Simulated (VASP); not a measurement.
# W (Im-3m) in VASP: single point with r2SCAN

Aim: the single point of W with r2SCAN.

Program: VASP 6.6.1. These are calculated values, not measurements. Logs are shortened: lines on timing, memory, paths and dates and some standing lists are left out, and cuts for length are marked.

**1. The cell of the first run**

The structure is cubic, space group Im-3m (No. 229). Conventional cell: a = 3.243 Å, b = 3.243 Å, c = 3.243 Å, α = 90.00°, β = 90.00°, γ = 90.00°. W (site symmetry m-3m) has 14 W at 2.81 to 3.24 Å within 3.7 Å.

**2. Single point, r2SCAN**

POSCAR

```
W
1.0
   -1.6214782200      1.6214782200      1.6214782200
    1.6214782200     -1.6214782200      1.6214782200
    1.6214782200      1.6214782200     -1.6214782200
W
1
Direct
    0.0000000000      0.0000000000      0.0000000000
```

INCAR.step1

```
SYSTEM = W
PREC = Accurate ; ENCUT = 520
ISMEAR = 1 ; SIGMA = 0.2906
LREAL = .FALSE. ; LASPH = .TRUE.
NELM = 100 ; NBANDS = 13
GGA = PE ; ALGO = Normal
EDIFF = 1E-4 ; LWAVE = .TRUE.
LCHARG = .FALSE.
```

INCAR.step2

```
SYSTEM = W
PREC = Accurate ; ENCUT = 520
EDIFF = 1E-6 ; ISMEAR = 1
SIGMA = 0.2906 ; LREAL = .FALSE.
LASPH = .TRUE. ; NELM = 100
ALGO = Normal ; ISIF = 2
LWAVE = .FALSE. ; LCHARG = .FALSE.
METAGGA = R2SCAN ; LMIXTAU = .TRUE.
NBANDS = 13 ; ISTART = 1
```

KPOINTS

```
regular mesh
0
G
  14 14 14
  0 0 0
```

Potentials or basis: VASP PAW PBE potentials, release 64 (W_sv).

On the command line:

```bash
$ cat potpaw_PBE.64/W_sv/POTCAR > POTCAR
$ cp INCAR.step1 INCAR
$ mpirun -np 1 vasp_std > vasp.out
$ cp INCAR.step2 INCAR
$ mpirun -np 1 vasp_std > vasp.out
```

OUTCAR:

```text
SYSTEM = W
   PREC = Accurate
   ENCUT = 520
   EDIFF = 1E-6
   ISMEAR = 1
   LREAL = .FALSE.
   LASPH = .TRUE.
   NELM = 100
   ISIF = 2
   METAGGA = R2SCAN
   ISTART = 1

 ion  position               nearest neighbor table
   1  0.000  0.000  0.000-

  LATTYP: Found a body centered cubic cell.
 ALAT       =     3.2429564400

  Lattice vectors:

 A1 = (  -1.6214782200,   1.6214782200,   1.6214782200)
 A2 = (   1.6214782200,  -1.6214782200,   1.6214782200)
 A3 = (   1.6214782200,   1.6214782200,  -1.6214782200)

Analysis of symmetry for initial positions (statically):
=====================================================================
 Subroutine PRICEL returns:
 Original cell was already a primitive cell.

 Routine SETGRP: Setting up the symmetry group for a
 body centered cubic supercell.

 Subroutine GETGRP returns: Found 48 space group operations
 (whereof 48 operations were pure point group operations)
 out of a pool of 48 trial point group operations.

The static configuration has the point symmetry O_h .

Analysis of symmetry for dynamics (positions and initial velocities):
=====================================================================
 Subroutine PRICEL returns:
 Original cell was already a primitive cell.

 Routine SETGRP: Setting up the symmetry group for a
 body centered cubic supercell.

 Subroutine GETGRP returns: Found 48 space group operations
 (whereof 48 operations were pure point group operations)
 out of a pool of 48 trial point group operations.

The dynamic configuration has the point symmetry O_h .

 Subroutine INISYM returns: Found 48 space group operations
 (whereof 48 operations are pure point group operations),
 and found     1 'primitive' translations

----------------------------------------------------------------------------------------

                                     Primitive cell

  volume of cell :      17.0527

  direct lattice vectors                    reciprocal lattice vectors
    -1.621478220  1.621478220  1.621478220     0.000000000  0.308360602  0.308360602
     1.621478220 -1.621478220  1.621478220     0.308360602  0.000000000  0.308360602
     1.621478220  1.621478220 -1.621478220     0.308360602  0.308360602  0.000000000

  length of vectors
     2.808482660  2.808482660  2.808482660     0.436087745  0.436087745  0.436087745

  position of ions in fractional coordinates (direct lattice)
     0.000000000  0.000000000  0.000000000

  ion indices of the primitive-cell ions
   primitive index   ion index
                 1           1

----------------------------------------------------------------------------------------

 KPOINTS: regular mesh

Automatic generation of k-mesh.
 Grid dimensions read from file:
 generate k-points for:   14   14   14

 Generating k-lattice:

  Cartesian coordinates                     Fractional coordinates (reciprocal lattice)
     0.000000000  0.022025757  0.022025757     0.071428571  0.000000000  0.000000000
     0.022025757  0.000000000  0.022025757     0.000000000  0.071428571  0.000000000
     0.022025757  0.022025757  0.000000000     0.000000000  0.000000000  0.071428571

  Length of vectors
     0.031149125  0.031149125  0.031149125

  Shift w.r.t. Gamma in fractional coordinates (k-lattice)
     0.000000000  0.000000000  0.000000000

 Subroutine IBZKPT returns following result:
 ===========================================

 Found    104 irreducible k-points:

 Following reciprocal coordinates:
            Coordinates               Weight
  0.000000  0.000000  0.000000      1.000000
  0.071429  0.000000  0.000000     12.000000
  0.142857  0.000000  0.000000     12.000000
  0.214286  0.000000  0.000000     12.000000
  0.285714  0.000000  0.000000     12.000000
  0.357143  0.000000  0.000000     12.000000
[... 16 lines left out ...]
  0.285714  0.285714  0.000000     24.000000
  0.357143  0.285714  0.000000     24.000000
 [... further k-points ...]
   k-points           NKPTS =    104   k-points in BZ     NKDIM =    104   number of bands    NBANDS=     13
   number of dos      NEDOS =    301   number of ions     NIONS =      1
   total plane-waves  NPLWV =  13824
   dimension x,y,z NGX =    24 NGY =   24 NGZ =   24
   dimension x,y,z NGXF=    48 NGYF=   48 NGZF=   48
   ions per type =               1
   NGX,Y,Z   is equivalent  to a cutoff of  14.21, 14.21, 14.21 a.u.
   NGXF,Y,Z  is equivalent  to a cutoff of  28.41, 28.41, 28.41 a.u.
 SYSTEM =  W
   PREC   = accura    normal or accurate (medium, high low for compatibility)
   ISTART =      1    job   : 0-new  1-cont  2-samecut
   ICHARG =      0    charge: 1-file 2-atom 10-const
   ISPIN  =      1    spin polarized calculation?
   LNONCOLLINEAR =      F non collinear calculations
   LSORBIT =      F    spin-orbit coupling
   LASPH  =      T    aspherical Exc in radial PAW
   ENCUT  =  520.0 eV  38.22 Ry    6.18 a.u.   5.22  5.22  5.22*2*pi/ulx,y,z
   NELM   =    100;   NELMIN=  2; NELMDL=  0     # of ELM steps
   EDIFF  = 0.1E-05   stopping-criterion for ELM
   LREAL  =      F    real-space projection
   EDIFFG = 0.1E-04   stopping-criterion for IOM
   NSW    =      0    number of steps for IOM
   IBRION =     -1    ionic relax: 0-MD 1-quasi-New 2-CG
   NFREE  =      0    steps in history (QN), initial steepest desc. (CG)
   ISIF   =      2    stress and relaxation
   ISYM   =      2    0-nonsym 1-usesym 2-fastsym
   POTIM  = 0.5000    time-step for ionic-motion
   TEBEG  =    0.0;   TEEND  =   0.0 temperature during run
   PSTRESS=    0.0 pullay stress
   NELECT =      14.0000    total number of electrons
   NUPDOWN=      -1.0000    fix difference up-down
   EMIN   =  10.00;   EMAX   =-10.00  energy-range for DOS
   EFERMI =   0.00;   METHOD = LEGACY
   ISMEAR =     1;   SIGMA  =   0.29  broadening in eV -4-tet -1-fermi 0-gaus
   EFERMI_NEDOS =   21; number of points for ismear=-14 and -15
   IALGO  =     38    algorithm
   IMIX   =      4    mixing-type and parameters
     AMIX     =   0.40;   BMIX     =  1.00
     AMIX_MAG =   1.60;   BMIX_MAG =  1.00
  volume/ion in A,a.u.               =      17.05       115.08
  Fermi-wavevector in a.u.,A,eV,Ry     =   1.532921  2.896800 31.971600  2.349846
  Thomas-Fermi vector in A             =   2.640060
   LORBIT       =      0    0 simple, 1 ext, 2 COOP (PROOUT), +10 PAW based schemes
   METAGGA = R2SCAN    functional components
   LHFCALC =     F    Hartree Fock is set to
   AEXX    =    0.0000 exact exchange contribution
   IVDW    =     0    specifies the selected vdW correction
   LEPSILON=     F    determine dielectric tensor
   LRPA    =     F    only Hartree local field effects (RPA)
 non-spin polarized calculation
 Methfessel and Paxton  Order N= 1 SIGMA  =   0.29
  energy-cutoff  :      520.00
  volume of cell :       17.05
 maximum number of plane-waves:       474
 NGX is ok and might be reduce to    24
   NGX = 11   NGY = 11   NGZ = 11

 number of electron      13.9999998 magnetization

 Free energy of the ion-electron system (eV)
  ---------------------------------------------------
  ext. energy  EPLUGINS =         0.00000000
  ---------------------------------------------------
  free energy    TOTEN  =       -51.28239465 eV

  energy without entropy =      -51.28312516  energy(sigma->0) =      -51.28263816

 E-fermi :  10.3092     XC(G=0): -14.4940

 val. band max:       10.2117286702   @ k =  -0.4286  -0.4286   0.2857
 cond. band min:      10.3196791540   @ k =  -0.4286   0.5000   0.2857
 fundamental gap:      0.1079504839
 Fermi energy:        10.3092373130

 k-point     1 :       0.0000    0.0000    0.0000
  band No.  band energies     occupation
      1     -65.9689      2.00000
      2     -28.9290      2.00000
      3     -28.9290      2.00000
      4     -28.9290      2.00000
      5       0.5502      2.00000
      6       9.0908      2.00000
      7       9.0908      2.00000
      8       9.0908      2.00000
      9      12.6509     -0.00000
     10      12.6509     -0.00000
     11      25.3531      0.00000
     12      25.3531      0.00000
     13      25.3531      0.00000

 k-point     2 :       0.0714    0.0000    0.0000
  band No.  band energies     occupation
      1     -65.9635      2.00000
      2     -28.9860      2.00000
      3     -28.9470      2.00000
      4     -28.9292      2.00000
      5       0.7860      2.00000
      6       8.9502      2.00000
      7       9.0560      2.00000
      8       9.3157      2.00001
      9      12.4350     -0.00000
     10      12.6520     -0.00000
     11      25.5410      0.00000
     12      25.7559      0.00000
     13      25.8734      0.00000

 k-point     3 :       0.1429    0.0000    0.0000
  band No.  band energies     occupation
      1     -65.9484      2.00000
      2     -29.1436      2.00000
      3     -28.9972      2.00000
      4     -28.9296      2.00000
      5       1.4543      2.00000
      6       8.5791      2.00000
      7       8.8956      2.00000
      8       9.9777      2.06849
      9      12.0538     -0.00000
     10      12.6724     -0.00000
     11      25.9068      0.00000
     12      26.9072      0.00000
     13      26.9809      0.00000
[... 305 lines left out ...]
 k-point    23 :       0.2857    0.2857    0.0000
  band No.  band energies     occupation
      1     -65.8499      2.00000
      2     -29.7972      2.00000
      3     -29.5111      2.00000
      4     -29.0573      2.00000
      5       5.8319      2.00000
      6       7.1740      2.00000
      7       8.0252      2.00000
      8      12.4989     -0.00000
      9      13.3008     -0.00000
     10      18.5103      0.00000
     11      19.3253      0.00000
     12      23.0653      0.00000
     13      26.9442      0.00000

 k-point    24 :       0.3571    0.2857    0.0000
  band No.  band energies     occupation
      1     -65.8464      2.00000
      2     -29.7559      2.00000
      3     -29.5914      2.00000
      4     -29.0631      2.00000
      5       5.9524      2.00000
      6       7.3085      2.00000
      7       7.9291      2.00000
      8      12.7339     -0.00000
      9      13.2765     -0.00000
     10      18.3632      0.00000
     11      19.9261      0.00000
     12      21.9973      0.00000
     13      27.3388      0.00000

 [... further k-points ...]
[... 5 lines left out ...]
  --------------------------------------------------------------------------------------
  -------------------------------------------------------------------------------------
  Total       -1.9406062     -1.9406062     -1.9406062      0.0000000     -0.0000000      0.0000000
  in kB     -182.3285384   -182.3285384   -182.3285384      0.0000000     -0.0000000      0.0000000
  external PRESSURE =    -182.3285384 kB  Pullay stress =       0.0000000 kB

 VOLUME and BASIS-vectors are now :
 -----------------------------------------------------------------------------
  energy-cutoff  :      520.00
  volume of cell :       17.05
      direct lattice vectors                 reciprocal lattice vectors
    -1.621478220  1.621478220  1.621478220     0.000000000  0.308360602  0.308360602
     1.621478220 -1.621478220  1.621478220     0.308360602  0.000000000  0.308360602
     1.621478220  1.621478220 -1.621478220     0.308360602  0.308360602  0.000000000

 POSITION                                       TOTAL-FORCE (eV/Angst)
 -----------------------------------------------------------------------------------
      0.00000      0.00000      0.00000        -0.000000     -0.000000     -0.000000
 -----------------------------------------------------------------------------------
    total drift:                               -0.000000      0.000000     -0.000000

  FREE ENERGIE OF THE ION-ELECTRON SYSTEM (eV)
  ---------------------------------------------------
  free  energy   TOTEN  =       -51.2823946547 eV

  energy  without entropy=      -51.2831251602  energy(sigma->0) =      -51.28263816
```

It took 26 s on 1 thread of Intel Xeon 6975P-C (Granite Rapids), shared host; peak memory 0.16 GiB.

Results:

| Item | Value |
| --- | --- |
| Free energy | -51.2824 eV |
| Pressure | -18.2 GPa |
| Band gap on the k mesh | zero (band 7 reaches 15.07 eV, above the bottom of band 8 at 9.09 eV) |

Levels at points of the mesh, in eV from the Fermi level:
| k point | band 5 | band 6 | band 7 | band 8 | band 9 | band 10 |
| --- | --- | --- | --- | --- | --- | --- |
| (0.00, 0.00, 0.00) | -9.76 | -1.22 | -1.22 | -1.22 | 2.34 | 2.34 |
| (0.50, 0.00, 0.00) | -6.13 | -3.45 | 0.25 | 2.14 | 3.10 | 5.64 |
| (0.50, 0.50, 0.50) | -5.47 | -5.47 | 4.76 | 4.76 | 4.76 | 7.91 |

Caveat: the PAW data sets were made with another functional, which shifts forces and pressure a little; spin-orbit coupling is left out, which moves the levels of the heavy elements.
